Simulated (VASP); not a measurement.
# Ni (I4/mmm) in VASP: notebook

Ni is run at these levels: PBE; tasks: single point.

Everything below comes from runs of VASP 6.6.1. Logs are shortened: lines on timing, memory, paths and dates and some standing lists are left out, and cuts for length are marked.

### 1 The cell of the first run

It takes space group I4/mmm (No. 139, tetragonal). Conventional cell: a = 2.500 Å, b = 2.500 Å, c = 3.430 Å, α = 90.00°, β = 90.00°, γ = 90.00°. Within 3.6 Å of Ni (site symmetry 4/mmm) lie 18 Ni at 2.46 to 3.54 Å.

### 2 Single point, PBE, collinear spin, ferromagnetic start (zz strain of -3 %)

File INCAR:

```
ALGO     = Normal         # electronic algorithm
EDIFF    = 1E-6           # SCF threshold, eV
ENCUT    = 520            # plane-wave cutoff, eV
GGA      = PE             # functional
ISIF     = 2              # what is computed and relaxed
ISMEAR   = -1             # smearing method
ISPIN    = 2              # spin polarisation
LASPH    = T              # aspherical terms in the spheres
LCHARG   = F              # write CHGCAR
LMAXMIX  = 4              # l up to which the mixer works
LORBIT   = 11             # projections on sites
LREAL    = F              # projectors in reciprocal space
LWAVE    = F              # write WAVECAR
MAGMOM   = 1.5            # initial moments
NBANDS   = 15             # bands
NELM     = 150            # most SCF steps
PREC     = Accurate       # precision mode
SIGMA    = 0.05           # smearing width, eV
```

File KPOINTS:

```
k-points
0
Gamma
  20 20 20
```

File POSCAR:

```
Ni
1.0
    0.0000000000      1.7679500000      1.7149115000
    1.7679500000      0.0000000000      1.7149115000
    1.7679500000      1.7679500000      0.0000000000
Ni
1
Direct
    0.0000000000      0.0000000000      0.0000000000
```

Potentials or basis: VASP PAW PBE potentials, release 64 (Ni).

Started as:

```
$ cat potpaw_PBE.64/Ni/POTCAR > POTCAR
$ mpirun -np 1 vasp_std > vasp.out
```

OUTCAR:

```text
EDIFF = 1E-6
   ENCUT = 520
   GGA = PE
   ISIF = 2
   ISMEAR = -1
   ISPIN = 2
   LASPH = T
   LORBIT = 11
   LREAL = F
   NELM = 150
   PREC = Accurate

 ion  position               nearest neighbor table
   1  0.000  0.000  0.000-

  LATTYP: Found a body centered tetragonal cell.
 ALAT       =     2.5002588676
 C/A-ratio  =     1.3717871555

  Lattice vectors:

 A1 = (   0.0000000000,  -1.7679500000,  -1.7149115000)
 A2 = (   0.0000000000,   1.7679500000,  -1.7149115000)
 A3 = (   1.7679500000,   0.0000000000,   1.7149115000)

Analysis of symmetry for initial positions (statically):
=====================================================================
 Subroutine PRICEL returns:
 Original cell was already a primitive cell.

 Routine SETGRP: Setting up the symmetry group for a
 body centered tetragonal supercell.

 Subroutine GETGRP returns: Found 16 space group operations
 (whereof 16 operations were pure point group operations)
 out of a pool of 16 trial point group operations.

The static configuration has the point symmetry D_4h.

Analysis of symmetry for dynamics (positions and initial velocities):
=====================================================================
 Subroutine PRICEL returns:
 Original cell was already a primitive cell.

 Routine SETGRP: Setting up the symmetry group for a
 body centered tetragonal supercell.

 Subroutine GETGRP returns: Found 16 space group operations
 (whereof 16 operations were pure point group operations)
 out of a pool of 16 trial point group operations.

The dynamic configuration has the point symmetry D_4h.

Analysis of structural, dynamic, and magnetic symmetry:
=====================================================================
 Subroutine PRICEL returns:
 Original cell was already a primitive cell.

 Routine SETGRP: Setting up the symmetry group for a
 body centered tetragonal supercell.

 Subroutine GETGRP returns: Found 16 space group operations
 (whereof 16 operations were pure point group operations)
 out of a pool of 16 trial point group operations.

The overall configuration has the point symmetry D_4h.

 Subroutine INISYM returns: Found 16 space group operations
 (whereof 16 operations are pure point group operations),
 and found     1 'primitive' translations

----------------------------------------------------------------------------------------

                                     Primitive cell

  volume of cell :      10.7204

  direct lattice vectors                    reciprocal lattice vectors
     0.000000000  1.767950000  1.714911500    -0.282813428  0.282813428  0.291560235
     1.767950000  0.000000000  1.714911500     0.282813428 -0.282813428  0.291560235
     1.767950000  1.767950000  0.000000000     0.282813428  0.282813428 -0.291560235

  length of vectors
     2.463040531  2.463040531  2.500258868     0.494948725  0.494948725  0.494948725

  position of ions in fractional coordinates (direct lattice)
     0.000000000  0.000000000  0.000000000

  ion indices of the primitive-cell ions
   primitive index   ion index
                 1           1

----------------------------------------------------------------------------------------

 KPOINTS: k-points

Automatic generation of k-mesh.
 Grid dimensions read from file:
 generate k-points for:   20   20   20

 Generating k-lattice:

  Cartesian coordinates                     Fractional coordinates (reciprocal lattice)
    -0.014140671  0.014140671  0.014578012     0.050000000  0.000000000  0.000000000
     0.014140671 -0.014140671  0.014578012     0.000000000  0.050000000  0.000000000
     0.014140671  0.014140671 -0.014578012    -0.000000000 -0.000000000  0.050000000

  Length of vectors
     0.024747436  0.024747436  0.024747436

  Shift w.r.t. Gamma in fractional coordinates (k-lattice)
     0.000000000  0.000000000  0.000000000

 Subroutine IBZKPT returns following result:
 ===========================================

 Found    641 irreducible k-points:

 Following reciprocal coordinates:
            Coordinates               Weight
  0.000000  0.000000  0.000000      1.000000
  0.050000 -0.000000  0.000000      8.000000
  0.100000  0.000000  0.000000      8.000000
  0.150000  0.000000  0.000000      8.000000
  0.200000  0.000000  0.000000      8.000000
  0.250000  0.000000  0.000000      8.000000
[... 16 lines left out ...]
 -0.400000  0.050000  0.000000      8.000000
 -0.350000  0.050000  0.000000      8.000000
 [... further k-points ...]
   k-points           NKPTS =    641   k-points in BZ     NKDIM =    641   number of bands    NBANDS=     15
   number of dos      NEDOS =    301   number of ions     NIONS =      1
   total plane-waves  NPLWV =   6480
   dimension x,y,z NGX =    18 NGY =   18 NGZ =   20
   dimension x,y,z NGXF=    36 NGYF=   36 NGZF=   40
   ions per type =               1
   NGX,Y,Z   is equivalent  to a cutoff of  12.15, 12.15, 13.30 a.u.
   NGXF,Y,Z  is equivalent  to a cutoff of  24.30, 24.30, 26.60 a.u.
 SYSTEM =  unknown system
   PREC   = accura    normal or accurate (medium, high low for compatibility)
   ISTART =      0    job   : 0-new  1-cont  2-samecut
   ICHARG =      2    charge: 1-file 2-atom 10-const
   ISPIN  =      2    spin polarized calculation?
   LNONCOLLINEAR =      F non collinear calculations
   LSORBIT =      F    spin-orbit coupling
   LASPH  =      T    aspherical Exc in radial PAW
   ENCUT  =  520.0 eV  38.22 Ry    6.18 a.u.   4.58  4.58  4.65*2*pi/ulx,y,z
   NELM   =    150;   NELMIN=  2; NELMDL= -5     # of ELM steps
   EDIFF  = 0.1E-05   stopping-criterion for ELM
   LREAL  =      F    real-space projection
   EDIFFG = 0.1E-04   stopping-criterion for IOM
   NSW    =      0    number of steps for IOM
   IBRION =     -1    ionic relax: 0-MD 1-quasi-New 2-CG
   NFREE  =      0    steps in history (QN), initial steepest desc. (CG)
   ISIF   =      2    stress and relaxation
   ISYM   =      2    0-nonsym 1-usesym 2-fastsym
   POTIM  = 0.5000    time-step for ionic-motion
   TEBEG  =    0.0;   TEEND  =   0.0 temperature during run
   PSTRESS=    0.0 pullay stress
   NELECT =      10.0000    total number of electrons
   NUPDOWN=      -1.0000    fix difference up-down
   EMIN   =  10.00;   EMAX   =-10.00  energy-range for DOS
   EFERMI =   0.00;   METHOD = LEGACY
   ISMEAR =    -1;   SIGMA  =   0.05  broadening in eV -4-tet -1-fermi 0-gaus
   EFERMI_NEDOS =   21; number of points for ismear=-14 and -15
   IALGO  =     38    algorithm
   IMIX   =      4    mixing-type and parameters
     AMIX     =   0.40;   BMIX     =  1.00
     AMIX_MAG =   1.60;   BMIX_MAG =  1.00
  volume/ion in A,a.u.               =      10.72        72.34
  Fermi-wavevector in a.u.,A,eV,Ry     =   1.599574  3.022756 34.812360  2.558636
  Thomas-Fermi vector in A             =   2.696845
   LORBIT       =     11    0 simple, 1 ext, 2 COOP (PROOUT), +10 PAW based schemes
   GGA     = PE    functional components
   LHFCALC =     F    Hartree Fock is set to
   AEXX    =    0.0000 exact exchange contribution
   IVDW    =     0    specifies the selected vdW correction
   LEPSILON=     F    determine dielectric tensor
   LRPA    =     F    only Hartree local field effects (RPA)
 spin polarized calculation
  energy-cutoff  :      520.00
  volume of cell :       10.72
 maximum number of plane-waves:       303
   NGX =  9   NGY =  9   NGZ =  9

 number of electron      10.0000007 magnetization       0.6262412

 Free energy of the ion-electron system (eV)
  ---------------------------------------------------
  ext. energy  EPLUGINS =         0.00000000
  ---------------------------------------------------
  free energy    TOTEN  =        -5.47386628 eV

  energy without entropy =       -5.45993972  energy(sigma->0) =       -5.46690300

 E-fermi :   9.5832     XC(G=0): -13.3430

 val. band max:        9.5827111485   @ k =   0.3500   0.2500   0.0500
 cond. band min:       9.5832937274   @ k =  -0.3500   0.3500   0.0000
 fundamental gap:      0.0005825789
 Fermi energy:         9.5831856299

 spin component 1

 k-point     1 :       0.0000    0.0000    0.0000
  band No.  band energies     occupation
      1       0.4731      1.00000
      2       7.0558      1.00000
      3       7.0559      1.00000
      4       7.2393      1.00000
      5       8.2085      1.00000
      6       8.4128      1.00000
      7      33.4552      0.00000
      8      37.3002      0.00000
      9      37.3002      0.00000
     10      37.6567      0.00000
     11      40.2882      0.00000
     12      40.4765      0.00000
     13      40.4765      0.00000
     14      43.2874      0.00000
     15      48.9366      0.00000

 k-point     2 :       0.0500   -0.0000    0.0000
  band No.  band energies     occupation
      1       0.5722      1.00000
      2       7.0454      1.00000
      3       7.0784      1.00000
      4       7.2459      1.00000
      5       8.2007      1.00000
      6       8.4012      1.00000
      7      33.1680      0.00000
      8      36.0298      0.00000
      9      37.0608      0.00000
     10      37.3041      0.00000
     11      40.7034      0.00000
     12      40.8133      0.00000
     13      41.3053      0.00000
     14      44.0861      0.00000
     15      47.9174      0.00000
[... 365 lines left out ...]
      3       7.2330      1.00000
      4       7.9915      1.00000
      5       8.8457      1.00000
      6       9.2854      0.99741
      7      17.0240      0.00000
      8      31.6902      0.00000
      9      33.5623      0.00000
     10      34.4022      0.00000
     11      37.3239      0.00000
     12      39.4063      0.00000
     13      44.5423      0.00000
     14      52.9856      0.00000
     15      53.9381      0.00000

 k-point    24 :      -0.3500    0.0500    0.0000
  band No.  band energies     occupation
      1       4.3166      1.00000
      2       7.1614      1.00000
      3       7.2897      1.00000
      4       7.3767      1.00000
      5       8.6657      1.00000
      6       8.9846      0.99999
      7      18.9107      0.00000
      8      31.8565      0.00000
      9      33.6858      0.00000
     10      35.2817      0.00000
     11      37.3181      0.00000
     12      39.7579      0.00000
     13      44.5064      0.00000
     14      50.7399      0.00000
     15      52.3539      0.00000

 [... further k-points ...]

 spin component 2

 k-point     1 :       0.0000    0.0000    0.0000
  band No.  band energies     occupation
      1       0.4404      1.00000
      2       7.8096      1.00000
      3       7.8096      1.00000
      4       7.9872      1.00000
      5       8.8014      1.00000
      6       8.9950      0.99999
      7      33.2967      0.00000
      8      37.2715      0.00000
      9      37.2715      0.00000
     10      37.6562      0.00000
     11      40.3747      0.00000
     12      40.5887      0.00000
     13      40.5887      0.00000
     14      43.1667      0.00000
     15      49.1445      0.00000

 k-point     2 :       0.0500   -0.0000    0.0000
  band No.  band energies     occupation
      1       0.5396      1.00000
      2       7.7968      1.00000
      3       7.8331      1.00000
      4       7.9938      1.00000
      5       8.7931      1.00000
      6       8.9827      0.99999
      7      33.0406      0.00000
      8      36.0200      0.00000
      9      37.0534      0.00000
     10      37.3147      0.00000
     11      40.7717      0.00000
     12      40.9003      0.00000
     13      41.3390      0.00000
     14      44.0067      0.00000
     15      48.0984      0.00000
[... 365 lines left out ...]
      3       7.8219      1.00000
      4       8.2864      1.00000
      5       9.5969      0.43175
      6       9.8958      0.00192
      7      17.3378      0.00000
      8      31.5883      0.00000
      9      33.6287      0.00000
     10      34.4970      0.00000
     11      37.3747      0.00000
     12      39.4376      0.00000
     13      44.6333      0.00000
     14      53.0549      0.00000
     15      54.4193      0.00000

 k-point    24 :      -0.3500    0.0500    0.0000
  band No.  band energies     occupation
      1       4.5299      1.00000
      2       7.7248      1.00000
      3       7.7965      1.00000
      4       7.9454      1.00000
      5       9.4003      0.97483
      6       9.6727      0.14300
      7      19.1558      0.00000
      8      31.7835      0.00000
      9      33.7281      0.00000
     10      35.3903      0.00000
     11      37.3569      0.00000
     12      39.7865      0.00000
     13      44.5589      0.00000
     14      50.8125      0.00000
     15      52.5936      0.00000

 [... further k-points ...]

------------------------ aborting loop because EDIFF is reached ----------------------------------------

  FORCE on cell =-STRESS in cart. coord.  units (eV):
  Direction    XX          YY          ZZ          XY          YZ          ZX
  --------------------------------------------------------------------------------------
  -------------------------------------------------------------------------------------
  Total        0.1413645      0.1413645      0.3724527      0.0000000      0.0000000      0.0000000
  in kB       21.1270776     21.1270776     55.6634380      0.0000000      0.0000000      0.0000000
  external PRESSURE =      32.6391977 kB  Pullay stress =       0.0000000 kB

 VOLUME and BASIS-vectors are now :
 -----------------------------------------------------------------------------
  energy-cutoff  :      520.00
  volume of cell :       10.72
      direct lattice vectors                 reciprocal lattice vectors
     0.000000000  1.767950000  1.714911500    -0.282813428  0.282813428  0.291560235
     1.767950000  0.000000000  1.714911500     0.282813428 -0.282813428  0.291560235
     1.767950000  1.767950000  0.000000000     0.282813428  0.282813428 -0.291560235

 POSITION                                       TOTAL-FORCE (eV/Angst)
 -----------------------------------------------------------------------------------
      0.00000      0.00000      0.00000         0.000000     -0.000000     -0.000000
 -----------------------------------------------------------------------------------
    total drift:                                0.000000     -0.000000      0.000000

  FREE ENERGIE OF THE ION-ELECTRON SYSTEM (eV)
  ---------------------------------------------------
  free  energy   TOTEN  =        -5.4738662769 eV

  energy  without entropy=       -5.4599397151  energy(sigma->0) =       -5.46690300

 total charge

# of ion       s       p       d       tot
------------------------------------------
    1        0.504   0.511   8.321   9.336

 magnetization (x)

# of ion       s       p       d       tot
------------------------------------------
    1       -0.006  -0.025   0.668   0.637
```

It took 6.3 min on 1 thread of AMD EPYC 7R13, shared host; peak memory 0.22 GiB.

Results:

```
Free energy                                           : -5.4739 eV
Pressure                                              : 3.3 GPa
Net moment                                            : 0.63 μB per cell
Site moments                                          : Ni +0.64 μB
Valence electrons inside the program's atomic spheres : Ni 9.34
```

Stress tensor (GPa, compression positive):
```
2.11 0.00 0.00
0.00 2.11 0.00
0.00 0.00 5.57
```

Caveat: the cell differs from its parent crystal (zz strain of -3 %); the cell stands under pressure.

### 3 Single point, PBE, collinear spin, ferromagnetic start (zz strain of -2 %)

File INCAR:

```
PREC = Accurate
ENCUT = 520
EDIFF = 1E-6
ISMEAR = -1
SIGMA = 0.05
LREAL = False
LASPH = True
NELM = 150
ALGO = Normal
ISIF = 2
LWAVE = False
LCHARG = True
ISPIN = 2
MAGMOM = 1.5
LORBIT = 11
LMAXMIX = 4
GGA = PE
LELF = True
LVHAR = True
NBANDS = 15
```

File KPOINTS:

```
Automatic mesh
0
Gamma
  20 20 20
```

File POSCAR:

```
Ni
1.0
    0.0000000000      1.7679500000      1.7325910000
    1.7679500000      0.0000000000      1.7325910000
    1.7679500000      1.7679500000      0.0000000000
Ni
1
Direct
    0.0000000000      0.0000000000      0.0000000000
```

Potentials or basis: VASP PAW PBE potentials, release 64 (Ni).

Started as:

```
$ cat potpaw_PBE.64/Ni/POTCAR > POTCAR
$ mpirun -np 1 vasp_std > vasp.out
```

Wall time 6.4 min (1 thread of AMD EPYC 7R13, shared host); peak memory 0.22 GiB.

It converged, with:

| Quantity | Value |
| --- | --- |
| Free energy | -5.4767 eV |
| Pressure | 1.1 GPa |
| Net moment | 0.63 μB per cell |
| Site moments | Ni +0.64 μB |
| Valence electrons inside the program's atomic spheres | Ni 9.32 |

Stress tensor (GPa, compression positive):
```
0.35 0.00 0.00
0.00 0.35 0.00
0.00 0.00 2.63
```

Levels at points of the mesh, in eV from the Fermi level:
Spin up:
| k point | band 3 | band 4 | band 5 | band 6 | band 7 | band 8 |
| --- | --- | --- | --- | --- | --- | --- |
| (0.00, 0.00, 0.00) | -2.48 | -2.36 | -1.33 | -1.20 | 23.77 | 27.59 |
| (0.50, 0.00, 0.00) | -2.36 | -0.63 | -0.58 | -0.30 | 5.70 | 22.20 |
| (0.50, 0.50, 0.00) | -0.56 | -0.47 | -0.47 | 2.77 | 9.63 | 14.53 |
| (0.50, 0.00, 0.50) | -0.55 | -0.51 | -0.44 | 2.30 | 9.08 | 15.03 |
Spin down:
```csv
k point,band 3,band 4,band 5,band 6,band 7,band 8
"(0.00, 0.00, 0.00)",-1.73,-1.61,-0.74,-0.61,23.61,27.56
"(0.50, 0.00, 0.00)",-1.74,-0.36,0.13,0.18,6.12,22.06
"(0.50, 0.50, 0.00)",0.06,0.40,0.40,2.74,9.86,14.54
"(0.50, 0.00, 0.50)",0.07,0.34,0.43,2.25,9.33,15.04
```

Caveat: the cell differs from its parent crystal (zz strain of -2 %).

### 4 Single point, PBE, collinear spin, ferromagnetic start (equal xx and yy strain of -1 %)

File INCAR:

```
  ALGO = Normal
  EDIFF = 1E-7
  ENCUT = 520
  GGA = PE
  ISIF = 2
  ISMEAR = -1
  ISPIN = 2
  LASPH = True
  LCHARG = False
  LMAXMIX = 4
  LORBIT = 11
  LREAL = False
  LWAVE = False
  MAGMOM = 1.5
  NBANDS = 15
  NELM = 150
  PREC = Accurate
  SIGMA = 0.05
```

File KPOINTS:

```
k-points
0
Gamma
  20 20 20
```

File POSCAR:

```
Ni
1.0
    0.0000000000      1.7502705000      1.7679500000
    1.7502705000      0.0000000000      1.7679500000
    1.7502705000      1.7502705000      0.0000000000
Ni
1
Direct
    0.0000000000      0.0000000000      0.0000000000
```

Started as:

```
$ cat potpaw_PBE.64/Ni/POTCAR > POTCAR
$ mpirun -np 1 vasp_std > vasp.out
```

It took 8 min on 1 thread of AMD EPYC 7R13, shared host; peak memory 0.23 GiB.

The run converged. Its results:

```
Free energy                                           : -5.4775 eV
Pressure                                              : 1.1 GPa
Net moment                                            : 0.63 μB per cell
Site moments                                          : Ni +0.64 μB
Valence electrons inside the program's atomic spheres : Ni 9.32
```

Stress tensor (GPa, compression positive):
```
1.46 0.00 0.00
0.00 1.46 0.00
0.00 0.00 0.25
```

Levels at points of the mesh, in eV from the Fermi level:
Spin up:
| k point | band 2 | band 3 | band 4 | band 5 | band 6 | band 7 | band 8 | band 9 |
| --- | --- | --- | --- | --- | --- | --- | --- | --- |
| (0.00, 0.00, 0.00) | -2.49 | -2.42 | -2.42 | -1.30 | -1.23 | 23.77 | 27.59 | 27.70 |
| (0.50, 0.00, 0.00) | -2.46 | -2.39 | -0.61 | -0.59 | -0.30 | 5.69 | 22.23 | 24.60 |
| (0.50, 0.50, 0.00) | -4.21 | -0.54 | -0.48 | -0.48 | 2.30 | 9.08 | 15.03 | 15.03 |
| (0.50, 0.00, 0.50) | -4.22 | -0.55 | -0.49 | -0.45 | 2.53 | 9.35 | 14.78 | 14.79 |
Spin down:
```csv
k point,band 1,band 2,band 3,band 4,band 5,band 6,band 7,band 8,band 9,band 10
"(0.00, 0.00, 0.00)",-9.07,-1.73,-1.67,-1.67,-0.71,-0.64,23.60,27.56,27.68,27.68
"(0.50, 0.00, 0.00)",-4.43,-1.84,-1.78,-0.36,0.14,0.17,6.12,22.09,24.69,25.01
"(0.50, 0.50, 0.00)",-4.34,-3.59,0.07,0.39,0.39,2.25,9.33,15.04,15.04,20.09
"(0.50, 0.00, 0.50)",-4.32,-3.61,0.06,0.37,0.42,2.49,9.59,14.79,14.80,19.88
```

Caveat: the cell differs from its parent crystal (equal xx and yy strain of -1 %).

(Continued in part 2 of 2.)
